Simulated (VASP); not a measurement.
# Si2Se (P4_2/mmc) in VASP: further runs

Runs on Si2Se. Level: PBE. Tasks: single point.

Program: VASP 6.6.1. These are calculated values, not measurements. Logs are shortened: lines on timing, memory, paths and dates and some standing lists are left out, and cuts for length are marked.

### Step 1. The cell of the first run

The structure is tetragonal, space group P4_2/mmc (No. 131). Conventional cell: a = 4.510 Å, b = 4.510 Å, c = 9.546 Å, α = 90.00°, β = 90.00°, γ = 90.00°. Si (site symmetry 2mm) has 2 Si at 2.38 to 2.39 Å and 2 Se at 2.55 Å within 3.1 Å. Within 3.4 Å of Se (site symmetry mmm) lie 4 Si at 2.55 Å.

The cell was built from a structure type or drawn by symmetry, and may not be a known phase.

### Step 2. Single point, PBE

INCAR reads:

```
PREC = Accurate ; ENCUT = 520
EDIFF = 1E-6 ; ISMEAR = 0
SIGMA = 0.1 ; LREAL = F
LASPH = T ; NELM = 100
ALGO = Normal ; ISIF = 2
LWAVE = F ; LCHARG = F
GGA = PE ; NBANDS = 23
```

KPOINTS reads:

```
Automatic mesh
0
Gamma
  4 4 4
```

POSCAR reads:

```
Si2Se
1.0
    4.5096923201      0.0000000000      0.0000000000
    0.0000000000      4.5096923201      0.0000000000
    0.0000000000      0.0000000000      9.5464024439
Si Se
4 2
Direct
    0.5000000000      0.5000000000      0.6246811777
    0.5000000000      0.5000000000      0.1246811777
    0.5000000000      0.5000000000      0.3753188223
    0.5000000000      0.5000000000      0.8753188223
    0.0000000000      0.5000000000      0.0000000000
    0.5000000000      0.0000000000      0.5000000000
```

Potentials or basis: VASP PAW PBE potentials, release 64 (Si, Se).

Command:

```sh
cat potpaw_PBE.64/Si/POTCAR potpaw_PBE.64/Se/POTCAR > POTCAR
mpirun -np 1 vasp_std > vasp.out
```

OUTCAR:

```text
PREC = Accurate
   ENCUT = 520
   EDIFF = 1E-6
   ISMEAR = 0
   LREAL = F
   LASPH = T
   NELM = 100
   ISIF = 2
   GGA = PE

 ion  position               nearest neighbor table
   1  0.500  0.500  0.625-   3 2.38   4 2.39   6 2.55   6 2.55
   2  0.500  0.500  0.125-   4 2.38   3 2.39   5 2.55   5 2.55
   3  0.500  0.500  0.375-   1 2.38   2 2.39   6 2.55   6 2.55
   4  0.500  0.500  0.875-   2 2.38   1 2.39   5 2.55   5 2.55
   5  0.000  0.500  0.000-   2 2.55   4 2.55   2 2.55   4 2.55
   6  0.500  0.000  0.500-   1 2.55   3 2.55   1 2.55   3 2.55

  LATTYP: Found a simple tetragonal cell.
 ALAT       =     4.5096923201
 C/A-ratio  =     2.1168633615

  Lattice vectors:

 A1 = (   4.5096923201,   0.0000000000,   0.0000000000)
 A2 = (   0.0000000000,   4.5096923201,   0.0000000000)
 A3 = (   0.0000000000,   0.0000000000,   9.5464024439)

Analysis of symmetry for initial positions (statically):
=====================================================================
 Subroutine PRICEL returns:
 Original cell was already a primitive cell.

 Routine SETGRP: Setting up the symmetry group for a
 simple tetragonal supercell.

 Subroutine GETGRP returns: Found 16 space group operations
 (whereof  8 operations were pure point group operations)
 out of a pool of 16 trial point group operations.

The static configuration has the point symmetry D_2h.
 The point group associated with its full space group is D_4h.

Analysis of symmetry for dynamics (positions and initial velocities):
=====================================================================
 Subroutine PRICEL returns:
 Original cell was already a primitive cell.

 Routine SETGRP: Setting up the symmetry group for a
 simple tetragonal supercell.

 Subroutine GETGRP returns: Found 16 space group operations
 (whereof  8 operations were pure point group operations)
 out of a pool of 16 trial point group operations.

The dynamic configuration has the point symmetry D_2h.
 The point group associated with its full space group is D_4h.

 Subroutine INISYM returns: Found 16 space group operations
 (whereof  8 operations are pure point group operations),
 and found     1 'primitive' translations

----------------------------------------------------------------------------------------

                                     Primitive cell

  volume of cell :     194.1483

  direct lattice vectors                    reciprocal lattice vectors
     4.509692320  0.000000000  0.000000000     0.221744618  0.000000000  0.000000000
     0.000000000  4.509692320  0.000000000     0.000000000  0.221744618  0.000000000
     0.000000000  0.000000000  9.546402444     0.000000000  0.000000000  0.104751503

  length of vectors
     4.509692320  4.509692320  9.546402444     0.221744618  0.221744618  0.104751503

  position of ions in fractional coordinates (direct lattice)
     0.500000000  0.500000000  0.624681178
     0.500000000  0.500000000  0.124681178
     0.500000000  0.500000000  0.375318822
     0.500000000  0.500000000  0.875318822
     0.000000000  0.500000000  0.000000000
     0.500000000  0.000000000  0.500000000

  ion indices of the primitive-cell ions
   primitive index   ion index
                 1           1
                 2           2
                 3           3
                 4           4
                 5           5
                 6           6

----------------------------------------------------------------------------------------

 KPOINTS: Automatic mesh

Automatic generation of k-mesh.
 Grid dimensions read from file:
 generate k-points for:    4    4    4

 Generating k-lattice:

  Cartesian coordinates                     Fractional coordinates (reciprocal lattice)
     0.055436154  0.000000000  0.000000000     0.250000000  0.000000000  0.000000000
     0.000000000  0.055436154  0.000000000     0.000000000  0.250000000  0.000000000
     0.000000000  0.000000000  0.026187876     0.000000000  0.000000000  0.250000000

  Length of vectors
     0.055436154  0.055436154  0.026187876

  Shift w.r.t. Gamma in fractional coordinates (k-lattice)
     0.000000000  0.000000000  0.000000000

 Subroutine IBZKPT returns following result:
 ===========================================

 Found     18 irreducible k-points:

 Following reciprocal coordinates:
            Coordinates               Weight
  0.000000  0.000000  0.000000      1.000000
  0.250000  0.000000  0.000000      4.000000
  0.500000  0.000000  0.000000      2.000000
  0.250000  0.250000  0.000000      4.000000
  0.500000  0.250000  0.000000      4.000000
  0.500000  0.500000  0.000000      1.000000
[... 10 lines left out ...]
  0.500000  0.250000  0.500000      4.000000
  0.500000  0.500000  0.500000      1.000000
   k-points           NKPTS =     18   k-points in BZ     NKDIM =     18   number of bands    NBANDS=     23
   number of dos      NEDOS =    301   number of ions     NIONS =      6
   total plane-waves  NPLWV =  93312
   dimension x,y,z NGX =    36 NGY =   36 NGZ =   72
   dimension x,y,z NGXF=    72 NGYF=   72 NGZF=  144
   ions per type =               4   2
   NGX,Y,Z   is equivalent  to a cutoff of  13.27, 13.27, 12.54 a.u.
   NGXF,Y,Z  is equivalent  to a cutoff of  26.54, 26.54, 25.08 a.u.
 SYSTEM =  unknown system
   PREC   = accura    normal or accurate (medium, high low for compatibility)
   ISTART =      0    job   : 0-new  1-cont  2-samecut
   ICHARG =      2    charge: 1-file 2-atom 10-const
   ISPIN  =      1    spin polarized calculation?
   LNONCOLLINEAR =      F non collinear calculations
   LSORBIT =      F    spin-orbit coupling
   LASPH  =      T    aspherical Exc in radial PAW
   ENCUT  =  520.0 eV  38.22 Ry    6.18 a.u.   8.39  8.39 17.75*2*pi/ulx,y,z
   NELM   =    100;   NELMIN=  2; NELMDL= -5     # of ELM steps
   EDIFF  = 0.1E-05   stopping-criterion for ELM
   LREAL  =      F    real-space projection
   EDIFFG = 0.1E-04   stopping-criterion for IOM
   NSW    =      0    number of steps for IOM
   IBRION =     -1    ionic relax: 0-MD 1-quasi-New 2-CG
   NFREE  =      0    steps in history (QN), initial steepest desc. (CG)
   ISIF   =      2    stress and relaxation
   ISYM   =      2    0-nonsym 1-usesym 2-fastsym
   POTIM  = 0.5000    time-step for ionic-motion
   TEBEG  =    0.0;   TEEND  =   0.0 temperature during run
   PSTRESS=    0.0 pullay stress
   NELECT =      28.0000    total number of electrons
   NUPDOWN=      -1.0000    fix difference up-down
   EMIN   =  10.00;   EMAX   =-10.00  energy-range for DOS
   EFERMI =   0.00;   METHOD = LEGACY
   ISMEAR =     0;   SIGMA  =   0.10  broadening in eV -4-tet -1-fermi 0-gaus
   EFERMI_NEDOS =   21; number of points for ismear=-14 and -15
   IALGO  =     38    algorithm
   IMIX   =      4    mixing-type and parameters
     AMIX     =   0.40;   BMIX     =  1.00
     AMIX_MAG =   1.60;   BMIX_MAG =  1.00
  volume/ion in A,a.u.               =      32.36       218.36
  Fermi-wavevector in a.u.,A,eV,Ry     =   0.858518  1.622365 10.028228  0.737054
  Thomas-Fermi vector in A             =   1.975735
   LORBIT       =      0    0 simple, 1 ext, 2 COOP (PROOUT), +10 PAW based schemes
   GGA     = PE    functional components
   LHFCALC =     F    Hartree Fock is set to
   AEXX    =    0.0000 exact exchange contribution
   IVDW    =     0    specifies the selected vdW correction
   LEPSILON=     F    determine dielectric tensor
   LRPA    =     F    only Hartree local field effects (RPA)
 non-spin polarized calculation
 Gauss-broadening in eV      SIGMA  =   0.10
  energy-cutoff  :      520.00
  volume of cell :      194.15
 maximum number of plane-waves:      5271
 NGX is ok and might be reduce to    36
   NGX = 17   NGY = 17   NGZ = 35

 number of electron      27.9999999 magnetization

 Free energy of the ion-electron system (eV)
  ---------------------------------------------------
  ext. energy  EPLUGINS =         0.00000000
  ---------------------------------------------------
  free energy    TOTEN  =       -23.66623421 eV

  energy without entropy =      -23.62805972  energy(sigma->0) =      -23.64714696

 E-fermi :   2.0698     XC(G=0):  -7.4807

 val. band max:        2.0529202647   @ k =   0.2500   0.0000   0.2500
 cond. band min:       2.0774778334   @ k =   0.2500   0.0000   0.0000
 fundamental gap:      0.0245575688
 Fermi energy:         2.0697673747

 k-point     1 :       0.0000    0.0000    0.0000
  band No.  band energies     occupation
      1     -12.1984      2.00000
      2     -12.0576      2.00000
      3      -6.4453      2.00000
      4      -5.8829      2.00000
      5      -4.1095      2.00000
      6      -3.5740      2.00000
[... 15 lines left out ...]
     22       6.0840      0.00000
     23       6.7134      0.00000

 k-point     2 :       0.2500    0.0000    0.0000
  band No.  band energies     occupation
      1     -12.1109      2.00000
      2     -11.8552      2.00000
      3      -7.1024      2.00000
      4      -6.2866      2.00000
      5      -4.9424      2.00000
      6      -3.5415      2.00000
[... 15 lines left out ...]
     22       5.8577      0.00000
     23       6.6204      0.00000

 k-point     3 :       0.5000    0.0000    0.0000
  band No.  band energies     occupation
      1     -12.0676      2.00000
      2     -11.5235      2.00000
      3      -8.1553      2.00000
      4      -6.1050      2.00000
      5      -4.9359      2.00000
      6      -3.5084      2.00000
[... 15 lines left out ...]
     22       6.6376      0.00000
     23       6.7638      0.00000
[... 339 lines left out ...]
 k-point    17 :       0.5000    0.2500    0.5000
  band No.  band energies     occupation
      1     -11.8103      2.00000
      2     -11.4978      2.00000
      3      -8.1387      2.00000
      4      -7.0324      2.00000
      5      -4.8468      2.00000
      6      -4.5058      2.00000
[... 15 lines left out ...]
     22       7.1545      0.00000
     23       7.5755      0.00000

 k-point    18 :       0.5000    0.5000    0.5000
  band No.  band energies     occupation
      1     -11.4717      2.00000
      2     -11.4717      2.00000
      3      -8.0701      2.00000
      4      -8.0701      2.00000
      5      -4.5046      2.00000
      6      -4.5046      2.00000
[... 15 lines left out ...]
     22       6.4685      0.00000
     23       6.7446      0.00000

------------------------ aborting loop because EDIFF is reached ----------------------------------------

  FORCE on cell =-STRESS in cart. coord.  units (eV):
  Direction    XX          YY          ZZ          XY          YZ          ZX
  --------------------------------------------------------------------------------------
  -------------------------------------------------------------------------------------
  Total        0.2371640      0.2371640      0.3710721     -0.0000000      0.0000000      0.0000000
  in kB        1.9571575      1.9571575      3.0622122     -0.0000000      0.0000000      0.0000000
  external PRESSURE =       2.3255091 kB  Pullay stress =       0.0000000 kB

 VOLUME and BASIS-vectors are now :
 -----------------------------------------------------------------------------
  energy-cutoff  :      520.00
  volume of cell :      194.15
      direct lattice vectors                 reciprocal lattice vectors
     4.509692320  0.000000000  0.000000000     0.221744618  0.000000000  0.000000000
     0.000000000  4.509692320  0.000000000     0.000000000  0.221744618  0.000000000
     0.000000000  0.000000000  9.546402444     0.000000000  0.000000000  0.104751503

 POSITION                                       TOTAL-FORCE (eV/Angst)
 -----------------------------------------------------------------------------------
      2.25485      2.25485      5.96346         0.000000      0.000000     -0.015501
      2.25485      2.25485      1.19026         0.000000      0.000000     -0.015501
      2.25485      2.25485      3.58294         0.000000      0.000000      0.015501
      2.25485      2.25485      8.35615         0.000000      0.000000      0.015501
      0.00000      2.25485      0.00000         0.000000      0.000000     -0.000000
      2.25485      0.00000      4.77320         0.000000      0.000000     -0.000000
 -----------------------------------------------------------------------------------
    total drift:                                0.000000      0.000000      0.000000

  FREE ENERGIE OF THE ION-ELECTRON SYSTEM (eV)
  ---------------------------------------------------
  free  energy   TOTEN  =       -23.6662342066 eV

  energy  without entropy=      -23.6280597217  energy(sigma->0) =      -23.64714696
```

It took 40 s on 1 thread of Intel Xeon Platinum 8488C (Sapphire Rapids), shared host; peak memory 0.31 GiB.

Results:

* Free energy: -23.6662 eV
* Pressure: 0.2 GPa
* Largest force: 0.016 eV/Å
* Band gap on the k mesh: zero (bands 14 and 15 overlap by 1.02 eV)

Forces on the atoms (eV/Å):
```
Si   0.000  0.000 -0.016
Si   0.000  0.000 -0.016
Si   0.000  0.000  0.016
Si   0.000  0.000  0.016
Se   0.000  0.000  0.000
Se   0.000  0.000  0.000
```

Stress tensor (GPa, compression positive):
```
0.20 0.00 0.00
0.00 0.20 0.00
0.00 0.00 0.31
```

Levels at points of the mesh, in eV from the Fermi level:
```csv
k point,band 10,band 11,band 12,band 13,band 14,band 15,band 16,band 17,band 18,band 19
"(0.00, 0.00, 0.00)",-2.87,-2.87,-1.99,-0.08,-0.08,0.53,1.48,1.48,2.64,2.83
"(0.50, 0.00, 0.00)",-3.93,-1.91,-0.56,-0.54,0.10,0.10,0.27,1.54,2.14,3.07
"(0.50, 0.50, 0.00)",-2.77,-2.61,-1.97,-1.97,0.67,0.67,1.54,1.66,1.66,1.96
"(0.00, 0.00, 0.50)",-2.90,-2.60,-2.60,0.25,0.25,1.12,1.12,1.20,1.20,2.34
"(0.50, 0.00, 0.50)",-2.81,-1.91,-0.82,-0.66,-0.56,0.79,0.98,1.22,1.47,2.12
"(0.50, 0.50, 0.50)",-2.69,-1.66,-1.66,-0.70,-0.70,-0.29,-0.29,1.97,1.97,2.90
```

### Step 3. Single point, PBE

This run uses another cell than the first one, of 31.35 Å³/atom.

INCAR reads:

```
ALGO     = Normal         # electronic algorithm
EDIFF    = 1E-6           # SCF threshold, eV
ENCUT    = 520            # plane-wave cutoff, eV
GGA      = PE             # functional
ISIF     = 2              # what is computed and relaxed
ISMEAR   = -1             # smearing method
LASPH    = T              # aspherical terms in the spheres
LCHARG   = F              # write CHGCAR
LREAL    = F              # projectors in reciprocal space
LWAVE    = F              # write WAVECAR
NBANDS   = 23             # bands
NELM     = 100            # most SCF steps
PREC     = Accurate       # precision mode
SIGMA    = 0.1            # smearing width, eV
```

KPOINTS reads:

```
k-points
0
Gamma
  8 8 4
```

POSCAR reads:

```
Si2Se
1.0
    4.3949673929      0.0000000000      0.0000000000
    0.0000000000      4.3949673929      0.0000000000
    0.0000000000      0.0000000000      9.7391265969
Si Se
4 2
Direct
    0.5000000000      0.5000000000      0.6290213953
    0.5000000000      0.5000000000      0.1290213953
    0.5000000000      0.5000000000      0.3709786047
    0.5000000000      0.5000000000      0.8709786047
    0.0000000000      0.5000000000      0.0000000000
    0.5000000000      0.0000000000      0.5000000000
```

Potentials or basis: VASP PAW PBE potentials, release 64 (Si, Se).

Command:

```sh
cat potpaw_PBE.64/Si/POTCAR potpaw_PBE.64/Se/POTCAR > POTCAR
mpirun -np 1 vasp_std > vasp.out
```

It took 100 s on 1 thread of Intel Xeon Platinum 8488C (Sapphire Rapids), shared host; peak memory 0.36 GiB.

It converged, with:

```
Free energy            : -23.6297 eV
Pressure               : 0.0 GPa
Largest force          : 0.006 eV/Å
Band gap on the k mesh : zero (bands 14 and 15 overlap by 0.95 eV)
```

Forces on the atoms (eV/Å):
```
Si   0.000  0.000 -0.006
Si   0.000  0.000 -0.006
Si   0.000  0.000  0.006
Si   0.000  0.000  0.006
Se   0.000  0.000  0.000
Se   0.000  0.000  0.000
```

Stress tensor (GPa, compression positive):
```
 0.02  0.00  0.00
 0.00  0.02  0.00
 0.00  0.00 -0.12
```

Levels at points of the mesh, in eV from the Fermi level:
```
           k point  band 12  band 13  band 14  band 15  band 16  band 17
(0.00, 0.00, 0.00)    -2.21    -0.12    -0.12     0.59     1.64     1.64
(0.50, 0.00, 0.00)    -0.70    -0.29    -0.01     0.01     0.08     1.89
(0.50, 0.50, 0.00)    -1.94    -1.94     0.44     0.44     1.71     1.71
(0.00, 0.00, 0.50)    -2.73     0.21     0.21     1.13     1.13     1.13
(0.50, 0.00, 0.50)    -0.87    -0.80    -0.63     0.82     1.07     1.26
(0.50, 0.50, 0.50)    -1.63    -1.00    -1.00    -0.45    -0.45     2.66
```

(Continued in part 2 of 2.)
